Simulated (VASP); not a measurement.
# Rh (Im-3m) in VASP: notebook, part 2 of 2

VASP 6.6.1.

## 3. Single point, PBE

This run uses another cell than the first one, of 15.01 Å³/atom, 1.037 times its volume.

INCAR

```
PREC     = Accurate       # precision mode
ENCUT    = 500            # plane-wave cutoff, eV
EDIFF    = 1E-6           # SCF threshold, eV
ISMEAR   = 0              # smearing method
SIGMA    = 0.05           # smearing width, eV
LREAL    = False          # projectors in reciprocal space
LASPH    = True           # aspherical terms in the spheres
NELM     = 120            # most SCF steps
ALGO     = Normal         # electronic algorithm
ISIF     = 2              # what is computed and relaxed
LWAVE    = False          # write WAVECAR
LCHARG   = False          # write CHGCAR
GGA      = PE             # functional
NBANDS   = 14             # bands
GGA_COMPAT= False
```

KPOINTS

```
regular mesh
0
Gamma
  10 10 10
```

POSCAR

```
Rh
1.0
   -1.5539301309      1.5539301309      1.5539301309
    1.5539301309     -1.5539301309      1.5539301309
    1.5539301309      1.5539301309     -1.5539301309
Rh
1
Direct
    0.0000000000      0.0000000000      0.0000000000
```

Potentials or basis: VASP PAW PBE potentials, release 64 (Rh_pv).

Command:

```bash
$ cat potpaw_PBE.64/Rh_pv/POTCAR > POTCAR
$ mpirun -np 1 vasp_std > vasp.out
```

OUTCAR:

```text
PREC = Accurate
   ENCUT = 500
   EDIFF = 1E-6
   ISMEAR = 0
   LREAL = False
   LASPH = True
   NELM = 120
   ISIF = 2
   GGA = PE

 ion  position               nearest neighbor table
   1  0.000  0.000  0.000-

  LATTYP: Found a body centered cubic cell.
 ALAT       =     3.1078602618

  Lattice vectors:

 A1 = (  -1.5539301309,   1.5539301309,   1.5539301309)
 A2 = (   1.5539301309,  -1.5539301309,   1.5539301309)
 A3 = (   1.5539301309,   1.5539301309,  -1.5539301309)

[... 576 lines left out ...]
      5       7.0026      2.00000
      6       7.8782      2.00000
      7       9.1381      2.00000
      8       9.8959      2.00000
      9      10.5902      0.00000
     10      24.3171      0.00000
     11      26.8163      0.00000
     12      29.7647      0.00000
     13      31.4681      0.00000
     14      33.3085      0.00000

 [... further k-points ...]
[... 5 lines left out ...]
  --------------------------------------------------------------------------------------
  -------------------------------------------------------------------------------------
  Total       -0.7198773     -0.7198773     -0.7198773     -0.0000000     -0.0000000      0.0000000
  in kB      -76.8448223    -76.8448223    -76.8448223     -0.0000000     -0.0000000      0.0000000
  external PRESSURE =     -76.8448223 kB  Pullay stress =       0.0000000 kB

 VOLUME and BASIS-vectors are now :
 -----------------------------------------------------------------------------
  energy-cutoff  :      500.00
  volume of cell :       15.01
      direct lattice vectors                 reciprocal lattice vectors
    -1.553930131  1.553930131  1.553930131     0.000000000  0.321764789  0.321764789
     1.553930131 -1.553930131  1.553930131     0.321764789  0.000000000  0.321764789
     1.553930131  1.553930131 -1.553930131     0.321764789  0.321764789  0.000000000

 POSITION                                       TOTAL-FORCE (eV/Angst)
 -----------------------------------------------------------------------------------
      0.00000      0.00000      0.00000         0.000000     -0.000000      0.000000
 -----------------------------------------------------------------------------------
    total drift:                                0.000000     -0.000000      0.000000

  FREE ENERGIE OF THE ION-ELECTRON SYSTEM (eV)
  ---------------------------------------------------
  free  energy   TOTEN  =        -6.8993811238 eV

  energy  without entropy=       -6.8956689124  energy(sigma->0) =       -6.89752502
```

stdout:

```text
POSCAR found type information on POSCAR Rh
 POSCAR found :  1 types and       1 ions
 scaLAPACK will be used
 LDA part: xc-table for (Slater+PW92), standard interpolation
 POSCAR, INCAR and KPOINTS ok, starting setup
 FFT: planning ... GRIDC
 FFT: planning ... GRID_SOFT
 FFT: planning ... GRID
 WAVECAR not read
 entering main loop
```

Wall time 6.9 s (1 thread of Intel Xeon 6975P-C, shared host); peak memory 0.13 GiB.

Results:

```yaml
Free_energy: -6.8994 eV
Pressure: -7.7 GPa
```

## 4. Single point, r2SCAN

This run uses another cell than the first one, of 13.86 Å³/atom, 0.958 times its volume.

POSCAR

```
Rh
1.0
   -1.5133115790      1.5133115790      1.5133115790
    1.5133115790     -1.5133115790      1.5133115790
    1.5133115790      1.5133115790     -1.5133115790
Rh
1
Direct
    0.0000000000      0.0000000000      0.0000000000
```

INCAR.step1

```
SYSTEM = Rh
  PREC = Accurate
  ENCUT = 550
  ISMEAR = 0
  SIGMA = 0.05
  LREAL = .FALSE.
  LASPH = .TRUE.
  NELM = 120
  NBANDS = 14
  GGA = PE
  ALGO = Normal
  EDIFF = 1E-5
  LWAVE = .TRUE.
  LCHARG = .FALSE.
  GGA_COMPAT = .FALSE.
```

INCAR.step2

```
SYSTEM = Rh
  PREC = Accurate
  ENCUT = 550
  EDIFF = 1E-6
  ISMEAR = 0
  SIGMA = 0.05
  LREAL = .FALSE.
  LASPH = .TRUE.
  NELM = 120
  ALGO = Normal
  ISIF = 2
  LWAVE = .FALSE.
  LCHARG = .FALSE.
  METAGGA = R2SCAN
  LMIXTAU = .TRUE.
  NBANDS = 14
  ISTART = 1
  GGA_COMPAT = .FALSE.
```

KPOINTS

```
regular mesh
0
G
  20 20 20
  0 0 0
```

Command:

```bash
$ cat potpaw_PBE.64/Rh_pv/POTCAR > POTCAR
$ cp INCAR.step1 INCAR
$ mpirun -np 1 vasp_std > vasp.out
$ cp INCAR.step2 INCAR
$ mpirun -np 1 vasp_std > vasp.out
```

It took 88 s on 1 thread of Intel Xeon 6975P-C, shared host; peak memory 0.17 GiB.

The run converged. Its results:

| Item | Value |
| --- | --- |
| Free energy | -23.7657 eV |
| Pressure | 5.9 GPa |

Levels at points of the mesh, in eV from the Fermi level:
| k point | band 3 | band 4 | band 5 | band 6 | band 7 | band 8 | band 9 | band 10 | band 11 | band 12 |
| --- | --- | --- | --- | --- | --- | --- | --- | --- | --- | --- |
| (0.00, 0.00, 0.00) | -47.38 | -7.86 | -2.98 | -2.98 | -2.98 | -0.47 | -0.47 | 17.99 | 19.43 | 19.43 |
| (0.50, 0.00, 0.00) | -47.38 | -6.04 | -4.57 | -0.51 | -0.10 | 1.57 | 1.75 | 9.99 | 15.40 | 17.99 |
| (0.50, 0.50, 0.50) | -47.94 | -6.11 | -6.11 | 1.22 | 1.22 | 1.22 | 10.14 | 10.14 | 10.14 | 17.98 |

Caveat: the PAW data sets were made with another functional, which shifts forces and pressure a little.

## 5. Single point, r2SCAN

This run uses another cell than the first one, of 14.10 Å³/atom, 0.974 times its volume.

POSCAR

```
Rh
1.0
   -1.5218153477      1.5218153477      1.5218153477
    1.5218153477     -1.5218153477      1.5218153477
    1.5218153477      1.5218153477     -1.5218153477
Rh
1
Direct
    0.0000000000      0.0000000000      0.0000000000
```

INCAR.step1

```
ALGO = Normal
EDIFF = 1E-5
ENCUT = 550
GGA = PE
GGA_COMPAT = False
ISMEAR = 0
LASPH = True
LCHARG = False
LREAL = False
LWAVE = True
NBANDS = 14
NELM = 120
PREC = Accurate
SIGMA = 0.05
```

INCAR.step2

```
ALGO = Normal
EDIFF = 1E-6
ENCUT = 550
GGA_COMPAT = False
ISIF = 2
ISMEAR = 0
ISTART = 1
LASPH = True
LCHARG = False
LMIXTAU = True
LREAL = False
LWAVE = False
METAGGA = R2SCAN
NBANDS = 14
NELM = 120
PREC = Accurate
SIGMA = 0.05
```

KPOINTS

```
k-points
0
Gamma
  20 20 20
```

Command:

```bash
$ cat potpaw_PBE.64/Rh_pv/POTCAR > POTCAR
$ cp INCAR.step1 INCAR
$ mpirun -np 1 vasp_std > vasp.out
$ cp INCAR.step2 INCAR
$ mpirun -np 1 vasp_std > vasp.out
```

Wall time 96 s (1 thread of Intel Xeon 6975P-C, shared host); peak memory 0.17 GiB.

It converged, with:

```yaml
Free_energy: -23.7707 eV
Pressure: 1.2 GPa
```

Levels at points of the mesh, in eV from the Fermi level:
| k point | band 4 | band 5 | band 6 | band 7 | band 8 | band 9 | band 10 | band 11 |
| --- | --- | --- | --- | --- | --- | --- | --- | --- |
| (0.00, 0.00, 0.00) | -7.74 | -2.90 | -2.90 | -2.90 | -0.46 | -0.46 | 18.00 | 19.41 |
| (0.50, 0.00, 0.00) | -5.90 | -4.45 | -0.49 | -0.10 | 1.57 | 1.71 | 9.80 | 15.37 |
| (0.50, 0.50, 0.50) | -5.95 | -5.95 | 1.19 | 1.19 | 1.19 | 10.05 | 10.05 | 10.05 |

Caveat: the PAW data sets were made with another functional, which shifts forces and pressure a little.

## 6. Summary

| level | cell | k mesh | cutoff (eV) | gap on the mesh (eV) | pressure (GPa) |
| --- | --- | --- | --- | --- | --- |
| PBE | a = 2.659 Å, angles 109.5°, 1 atom | 10 × 10 × 10 | 500 | none | 0.0 |
| PBE | a = 2.691 Å, angles 109.5°, 1 atom | 10 × 10 × 10 | 500 | none | -7.7 |
| r2SCAN | a = 2.621 Å, angles 109.5°, 1 atom | 20 × 20 × 20 | 550 | none | 5.9 |
| r2SCAN | a = 2.636 Å, angles 109.5°, 1 atom | 20 × 20 × 20 | 550 | none | 1.2 |

Alike in all rows: task single point; potentials or basis VASP PAW PBE potentials, release 64 (Rh_pv); no spin polarisation; smearing gaussian 0.05 eV.

Caveats: the PAW data sets were made with another functional, which shifts forces and pressure a little (some runs).

Absolute energies hang on the potentials; compare differences alone.
